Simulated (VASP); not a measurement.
# TlBr (Pm-3m) in VASP: a series of runs

Aim: see how the results for TlBr move with the level of theory and the settings. Levels: PBE0, HF. Tasks: single point.

Everything below comes from runs of VASP 6.6.1. Logs are shortened: lines on timing, memory, paths and dates and some standing lists are left out, and cuts for length are marked.

### 1 The cell of the first run

It takes space group Pm-3m (No. 221, cubic). Conventional cell: a = 3.945 Å, b = 3.945 Å, c = 3.945 Å, α = 90.00°, β = 90.00°, γ = 90.00°. Tl (site symmetry m-3m) has 8 Br at 3.42 Å and 6 Tl at 3.95 Å within 4.5 Å. Within 4.5 Å of Br (site symmetry m-3m) lie 8 Tl at 3.42 Å and 6 Br at 3.95 Å.

### 2 Single point, PBE0

File POSCAR:

```
TlBr
1.0
    3.9451847160      0.0000000000      0.0000000000
    0.0000000000      3.9451847160      0.0000000000
    0.0000000000      0.0000000000      3.9451847160
Tl Br
1 1
Direct
    0.0000000000      0.0000000000      0.0000000000
    0.5000000000      0.5000000000      0.5000000000
```

File INCAR.step1:

```
SYSTEM = TlBr
ALGO = Normal
EDIFF = 1E-5
ENCUT = 400
GGA = PE
GGA_COMPAT = .FALSE.
ISIF = 2
ISMEAR = 0
LASPH = .TRUE.
LCHARG = .FALSE.
LREAL = .FALSE.
LWAVE = .TRUE.
NBANDS = 17
NELM = 120
PREC = Accurate
SIGMA = 0.01
```

File INCAR.step2:

```
SYSTEM = TlBr
AEXX = 0.25
ALGO = Normal
EDIFF = 1E-6
ENCUT = 400
GGA = PE
GGA_COMPAT = .FALSE.
ISIF = 2
ISMEAR = 0
ISTART = 1
LASPH = .TRUE.
LCHARG = .FALSE.
LHFCALC = .TRUE.
LREAL = .FALSE.
LWAVE = .FALSE.
NBANDS = 17
NELM = 120
PREC = Accurate
PRECFOCK = Normal
SIGMA = 0.01
```

File KPOINTS:

```
k-points
0
G
  4 4 4
  0 0 0
```

Potentials or basis: VASP PAW PBE potentials, release 64 (Tl_d, Br).

Started as:

```bash
$ cat potpaw_PBE.64/Tl_d/POTCAR potpaw_PBE.64/Br/POTCAR > POTCAR
$ cp INCAR.step1 INCAR
$ mpirun -np 1 vasp_std > vasp.out
$ cp INCAR.step2 INCAR
$ mpirun -np 1 vasp_std > vasp.out
```

OUTCAR:

```text
SYSTEM = TlBr
   AEXX = 0.25
   EDIFF = 1E-6
   ENCUT = 400
   GGA = PE
   ISIF = 2
   ISMEAR = 0
   ISTART = 1
   LASPH = .TRUE.
   LHFCALC = .TRUE.
   LREAL = .FALSE.
   NELM = 120
   PREC = Accurate
   PRECFOCK = Normal

 ion  position               nearest neighbor table
   1  0.000  0.000  0.000-   2 3.42   2 3.42   2 3.42   2 3.42   2 3.42   2 3.42   2 3.42   2 3.42

   2  0.500  0.500  0.500-   1 3.42   1 3.42   1 3.42   1 3.42   1 3.42   1 3.42   1 3.42   1 3.42

  LATTYP: Found a simple cubic cell.
 ALAT       =     3.9451847160

  Lattice vectors:

 A1 = (   3.9451847160,   0.0000000000,   0.0000000000)
 A2 = (   0.0000000000,   3.9451847160,   0.0000000000)
 A3 = (   0.0000000000,   0.0000000000,   3.9451847160)

Analysis of symmetry for initial positions (statically):
=====================================================================
 Subroutine PRICEL returns:
 Original cell was already a primitive cell.

 Routine SETGRP: Setting up the symmetry group for a
 simple cubic supercell.

 Subroutine GETGRP returns: Found 48 space group operations
 (whereof 48 operations were pure point group operations)
 out of a pool of 48 trial point group operations.

The static configuration has the point symmetry O_h .

Analysis of symmetry for dynamics (positions and initial velocities):
=====================================================================
 Subroutine PRICEL returns:
 Original cell was already a primitive cell.

 Routine SETGRP: Setting up the symmetry group for a
 simple cubic supercell.

 Subroutine GETGRP returns: Found 48 space group operations
 (whereof 48 operations were pure point group operations)
 out of a pool of 48 trial point group operations.

The dynamic configuration has the point symmetry O_h .

 Subroutine INISYM returns: Found 48 space group operations
 (whereof 48 operations are pure point group operations),
 and found     1 'primitive' translations

----------------------------------------------------------------------------------------

                                     Primitive cell

  volume of cell :      61.4048

  direct lattice vectors                    reciprocal lattice vectors
     3.945184716  0.000000000  0.000000000     0.253473556  0.000000000  0.000000000
     0.000000000  3.945184716  0.000000000     0.000000000  0.253473556  0.000000000
     0.000000000  0.000000000  3.945184716     0.000000000  0.000000000  0.253473556

  length of vectors
     3.945184716  3.945184716  3.945184716     0.253473556  0.253473556  0.253473556

  position of ions in fractional coordinates (direct lattice)
     0.000000000  0.000000000  0.000000000
     0.500000000  0.500000000  0.500000000

  ion indices of the primitive-cell ions
   primitive index   ion index
                 1           1
                 2           2

----------------------------------------------------------------------------------------

 KPOINTS: k-points

Automatic generation of k-mesh.
 Grid dimensions read from file:
 generate k-points for:    4    4    4

 Generating k-lattice:

  Cartesian coordinates                     Fractional coordinates (reciprocal lattice)
     0.063368389  0.000000000  0.000000000     0.250000000  0.000000000  0.000000000
     0.000000000  0.063368389  0.000000000     0.000000000  0.250000000  0.000000000
     0.000000000  0.000000000  0.063368389     0.000000000  0.000000000  0.250000000

  Length of vectors
     0.063368389  0.063368389  0.063368389

  Shift w.r.t. Gamma in fractional coordinates (k-lattice)
     0.000000000  0.000000000  0.000000000

 Subroutine IBZKPT returns following result:
 ===========================================

 Found     10 irreducible k-points:

 Following reciprocal coordinates:
            Coordinates               Weight
  0.000000  0.000000  0.000000      1.000000
  0.250000  0.000000  0.000000      6.000000
  0.500000  0.000000  0.000000      3.000000
  0.250000  0.250000  0.000000     12.000000
  0.500000  0.250000  0.000000     12.000000
  0.500000  0.500000  0.000000      3.000000
  0.250000  0.250000  0.250000      8.000000
  0.500000  0.250000  0.250000     12.000000
  0.500000  0.500000  0.250000      6.000000
  0.500000  0.500000  0.500000      1.000000
   k-points           NKPTS =     10   k-points in BZ     NKDIM =     64   number of bands    NBANDS=     17
   number of dos      NEDOS =    301   number of ions     NIONS =      2
   total plane-waves  NPLWV =  21952
   dimension x,y,z NGX =    28 NGY =   28 NGZ =   28
   dimension x,y,z NGXF=    56 NGYF=   56 NGZF=   56
   ions per type =               1   1
   NGX,Y,Z   is equivalent  to a cutoff of  11.80, 11.80, 11.80 a.u.
   NGXF,Y,Z  is equivalent  to a cutoff of  23.60, 23.60, 23.60 a.u.
 SYSTEM =  TlBr
   PREC   = accura    normal or accurate (medium, high low for compatibility)
   ISTART =      1    job   : 0-new  1-cont  2-samecut
   ICHARG =      0    charge: 1-file 2-atom 10-const
   ISPIN  =      1    spin polarized calculation?
   LNONCOLLINEAR =      F non collinear calculations
   LSORBIT =      F    spin-orbit coupling
   LASPH  =      T    aspherical Exc in radial PAW
   ENCUT  =  400.0 eV  29.40 Ry    5.42 a.u.   6.43  6.43  6.43*2*pi/ulx,y,z
   NELM   =    120;   NELMIN=  2; NELMDL=  0     # of ELM steps
   EDIFF  = 0.1E-05   stopping-criterion for ELM
   LREAL  =      F    real-space projection
   EDIFFG = 0.1E-04   stopping-criterion for IOM
   NSW    =      0    number of steps for IOM
   IBRION =     -1    ionic relax: 0-MD 1-quasi-New 2-CG
   NFREE  =      0    steps in history (QN), initial steepest desc. (CG)
   ISIF   =      2    stress and relaxation
   ISYM   =      3    0-nonsym 1-usesym 2-fastsym
   POTIM  = 0.5000    time-step for ionic-motion
   TEBEG  =    0.0;   TEEND  =   0.0 temperature during run
   PSTRESS=    0.0 pullay stress
   NELECT =      20.0000    total number of electrons
   NUPDOWN=      -1.0000    fix difference up-down
   EMIN   =  10.00;   EMAX   =-10.00  energy-range for DOS
   EFERMI =   0.00;   METHOD = LEGACY
   ISMEAR =     0;   SIGMA  =   0.01  broadening in eV -4-tet -1-fermi 0-gaus
   EFERMI_NEDOS =   21; number of points for ismear=-14 and -15
   IALGO  =     38    algorithm
   IMIX   =      1    mixing-type and parameters
     AMIX     =   0.40;   BMIX     =  1.00
     AMIX_MAG =   1.60;   BMIX_MAG =  1.00
  volume/ion in A,a.u.               =      30.70       207.19
  Fermi-wavevector in a.u.,A,eV,Ry     =   1.126378  2.128546 17.262084  1.268727
  Thomas-Fermi vector in A             =   2.263059
   LORBIT       =      0    0 simple, 1 ext, 2 COOP (PROOUT), +10 PAW based schemes
   GGA     = PE    functional components
   LHFCALC =     T    Hartree Fock is set to
   PRECFOCK=normal    Normal, Fast or Accurate (Low or Medium for compatibility)
   ENCUT4O =  -1.0   cutoff for four orbital integrals eV
   NKREDX  =     1    reduce k-point grid by
   NKREDY  =     1    reduce k-point grid by
   NKREDZ  =     1    reduce k-point grid by
   AEXX    =    0.2500 exact exchange contribution
   HFSCREEN=    0.0000 screening length (either q_TF or 0.3 A-1)
   HFSCREENC=   0.0000 screening length for correlation (either q_TF or 0.3 A-1)
   ENCUTFOCK=  -1.0 apply spherical cutoff to Coloumb kernel
   IVDW    =     0    specifies the selected vdW correction
   LEPSILON=     F    determine dielectric tensor
   LRPA    =     F    only Hartree local field effects (RPA)
 non-spin polarized calculation
 Gauss-broadening in eV      SIGMA  =   0.01
  energy-cutoff  :      400.00
  volume of cell :       61.40
 maximum number of plane-waves:      1141
 NGX is ok and might be reduce to    28
  NGX = 20; NGY = 20; NGZ = 20

 number of electron      20.0000009 magnetization

 Free energy of the ion-electron system (eV)
  ---------------------------------------------------
  ext. energy  EPLUGINS =         0.00000000
  ---------------------------------------------------
  free energy    TOTEN  =        -7.24076914 eV

  energy without entropy =       -7.24076914  energy(sigma->0) =       -7.24076914

 E-fermi :   1.9445     XC(G=0):  -7.1850

 val. band max:        1.8313069065   @ k =   0.5000   0.0000   0.0000
 cond. band min:       4.9673650224   @ k =   0.5000   0.0000   0.0000
 fundamental gap:      3.1360581159
 Fermi energy:         1.9444772907

 k-point     1 :       0.0000    0.0000    0.0000
  band No.  band energies     occupation
      1     -13.5314      2.00000
      2      -9.7306      2.00000
      3      -9.7306      2.00000
      4      -9.5456      2.00000
      5      -9.5456      2.00000
      6      -9.5456      2.00000
[... 9 lines left out ...]
     16      15.1159      0.00000
     17      17.2310      0.00000

 k-point     2 :       0.2500    0.0000    0.0000
  band No.  band energies     occupation
      1     -13.3911      2.00000
      2      -9.7249      2.00000
      3      -9.6593      2.00000
      4      -9.5801      2.00000
      5      -9.5801      2.00000
      6      -9.5425      2.00000
[... 9 lines left out ...]
     16      15.6346      0.00000
     17      16.9918      0.00000

 k-point     3 :       0.5000    0.0000    0.0000
  band No.  band energies     occupation
      1     -13.2397      2.00000
      2      -9.7193      2.00000
      3      -9.6142      2.00000
      4      -9.6142      2.00000
      5      -9.5922      2.00000
      6      -9.5396      2.00000
[... 9 lines left out ...]
     16      17.1019      0.00000
     17      17.3197      0.00000

 k-point     4 :       0.2500    0.2500    0.0000
  band No.  band energies     occupation
      1     -13.2847      2.00000
      2      -9.6889      2.00000
      3      -9.6125      2.00000
      4      -9.5815      2.00000
      5      -9.5773      2.00000
      6      -9.5692      2.00000
[... 9 lines left out ...]
     16      14.4885      0.00000
     17      14.9715      0.00000

 k-point     5 :       0.5000    0.2500    0.0000
  band No.  band energies     occupation
      1     -13.1731      2.00000
      2      -9.6750      2.00000
      3      -9.6036      2.00000
      4      -9.5771      2.00000
      5      -9.5663      2.00000
      6      -9.5453      2.00000
[... 9 lines left out ...]
     16      15.0980      0.00000
     17      15.7832      0.00000

 k-point     6 :       0.5000    0.5000    0.0000
  band No.  band energies     occupation
      1     -13.1054      2.00000
      2      -9.6503      2.00000
      3      -9.5929      2.00000
      4      -9.5929      2.00000
      5      -9.5316      2.00000
      6      -9.4802      2.00000
[... 9 lines left out ...]
     16      14.0510      0.00000
     17      14.0510      0.00000

 k-point     7 :       0.2500    0.2500    0.2500
  band No.  band energies     occupation
      1     -13.1869      2.00000
      2      -9.6184      2.00000
      3      -9.6184      2.00000
      4      -9.6019      2.00000
      5      -9.6019      2.00000
      6      -9.5522      2.00000
[... 9 lines left out ...]
     16      14.7802      0.00000
     17      17.4421      0.00000

 k-point     8 :       0.5000    0.2500    0.2500
  band No.  band energies     occupation
      1     -13.0844      2.00000
      2      -9.6556      2.00000
      3      -9.6079      2.00000
      4      -9.6024      2.00000
      5      -9.5626      2.00000
      6      -9.5273      2.00000
[... 9 lines left out ...]
     16      14.6644      0.00000
     17      18.1136      0.00000

 k-point     9 :       0.5000    0.5000    0.2500
  band No.  band energies     occupation
      1     -12.9917      2.00000
      2      -9.6468      2.00000
      3      -9.6468      2.00000
      4      -9.6103      2.00000
      5      -9.5631      2.00000
      6      -9.4783      2.00000
[... 9 lines left out ...]
     16      15.5820      0.00000
     17      18.7005      0.00000

 k-point    10 :       0.5000    0.5000    0.5000
  band No.  band energies     occupation
      1     -12.8687      2.00000
      2      -9.6989      2.00000
      3      -9.6989      2.00000
      4      -9.6989      2.00000
      5      -9.4764      2.00000
      6      -9.4764      2.00000
[... 9 lines left out ...]
     16      16.6991      0.00000
     17      20.3389      0.00000

------------------------ aborting loop because EDIFF is reached ----------------------------------------

  FORCE on cell =-STRESS in cart. coord.  units (eV):
  Direction    XX          YY          ZZ          XY          YZ          ZX
  --------------------------------------------------------------------------------------
  -------------------------------------------------------------------------------------
  Total        0.5538814      0.5538814      0.5538814      0.0000000     -0.0000000     -0.0000000
  in kB       14.4519138     14.4519138     14.4519138      0.0000000     -0.0000000     -0.0000000
  external PRESSURE =      14.4519138 kB  Pullay stress =       0.0000000 kB

 VOLUME and BASIS-vectors are now :
 -----------------------------------------------------------------------------
  energy-cutoff  :      400.00
  volume of cell :       61.40
      direct lattice vectors                 reciprocal lattice vectors
     3.945184716  0.000000000  0.000000000     0.253473556  0.000000000  0.000000000
     0.000000000  3.945184716  0.000000000     0.000000000  0.253473556  0.000000000
     0.000000000  0.000000000  3.945184716     0.000000000  0.000000000  0.253473556

 POSITION                                       TOTAL-FORCE (eV/Angst)
 -----------------------------------------------------------------------------------
      0.00000      0.00000      0.00000         0.000000      0.000000      0.000000
      1.97259      1.97259      1.97259         0.000000      0.000000      0.000000
 -----------------------------------------------------------------------------------
    total drift:                                0.000000      0.000000      0.000000

  FREE ENERGIE OF THE ION-ELECTRON SYSTEM (eV)
  ---------------------------------------------------
  free  energy   TOTEN  =        -7.2407691357 eV

  energy  without entropy=       -7.2407691357  energy(sigma->0) =       -7.24076914
```

Run time: 5.3 min. Hardware: 1 thread of Intel Xeon Platinum 8259CL at 2.50GHz (Skylake/Cascade Lake), shared host; peak memory 0.16 GiB.

Results:

```
Free energy            : -7.2408 eV
Pressure               : 1.4 GPa
Band gap on the k mesh : 3.14 eV
```

Caveat: the PAW data sets were made with another functional, which shifts forces and pressure a little; spin-orbit coupling is left out, which moves the levels of the heavy elements. A k mesh can miss the band edges.

### 3 Single point, HF

POSCAR is that of step 2.

File INCAR.step1:

```
PREC     = Accurate       # precision mode
ENCUT    = 400            # plane-wave cutoff, eV
EDIFF    = 1E-5           # SCF threshold, eV
ISMEAR   = 0              # smearing method
SIGMA    = 0.01           # smearing width, eV
LREAL    = False          # projectors in reciprocal space
LASPH    = True           # aspherical terms in the spheres
NELM     = 120            # most SCF steps
ALGO     = Normal         # electronic algorithm
ISIF     = 2              # what is computed and relaxed
LWAVE    = True           # write WAVECAR
LCHARG   = False          # write CHGCAR
NBANDS   = 17             # bands
GGA      = PE             # functional
GGA_COMPAT= False
```

File INCAR.step2:

```
PREC     = Accurate       # precision mode
ENCUT    = 400            # plane-wave cutoff, eV
EDIFF    = 1E-6           # SCF threshold, eV
ISMEAR   = 0              # smearing method
SIGMA    = 0.01           # smearing width, eV
LREAL    = False          # projectors in reciprocal space
LASPH    = True           # aspherical terms in the spheres
NELM     = 120            # most SCF steps
ALGO     = Normal         # electronic algorithm
ISIF     = 2              # what is computed and relaxed
LWAVE    = False          # write WAVECAR
LCHARG   = False          # write CHGCAR
GGA      = PE             # functional
LHFCALC  = True           # exact exchange
AEXX     = 1.0            # exact-exchange fraction
ALDAC    = 0.0          
AGGAC    = 0.0          
PRECFOCK = Normal       
NBANDS   = 17             # bands
ISTART   = 1            
GGA_COMPAT= False
```

File KPOINTS:

```
Automatic mesh
0
Gamma
  4 4 4
```

Potentials or basis: VASP PAW PBE potentials, release 64 (Tl_d, Br).

Started as:

```bash
$ cat potpaw_PBE.64/Tl_d/POTCAR potpaw_PBE.64/Br/POTCAR > POTCAR
$ cp INCAR.step1 INCAR
$ mpirun -np 1 vasp_std > vasp.out
$ cp INCAR.step2 INCAR
$ mpirun -np 1 vasp_std > vasp.out
```

Wall time 7.4 min (1 thread of Intel Xeon Platinum 8259CL at 2.50GHz (Skylake/Cascade Lake), shared host); peak memory 0.16 GiB.

The run converged. Its results:

* Free energy: -11.2756 eV
* Pressure: 6.5 GPa
* Band gap on the k mesh: 7.71 eV

Levels at points of the mesh, in eV from the valence-band top:
| k point | band 6 | band 7 | band 8 | band 9 | band 10 | band 11 | band 12 | band 13 | band 14 | band 15 |
| --- | --- | --- | --- | --- | --- | --- | --- | --- | --- | --- |
| (0.00, 0.00, 0.00) | -15.24 | -5.47 | -2.90 | -2.90 | -2.90 | 13.43 | 13.43 | 14.66 | 14.66 | 14.66 |
| (0.50, 0.00, 0.00) | -15.23 | -7.83 | -2.27 | -2.27 | 0.00 | 7.71 | 12.48 | 12.48 | 14.62 | 17.46 |
| (0.50, 0.50, 0.00) | -15.15 | -4.99 | -4.99 | -4.23 | -2.15 | 11.46 | 11.46 | 14.46 | 14.88 | 17.66 |
| (0.50, 0.50, 0.50) | -15.14 | -3.84 | -3.84 | -3.84 | -2.63 | 7.86 | 7.86 | 7.86 | 20.93 | 20.93 |

Caveat: the cell stands under pressure; the PAW data sets were made with another functional, which shifts forces and pressure a little; spin-orbit coupling is left out, which moves the levels of the heavy elements. A k mesh can miss the band edges.
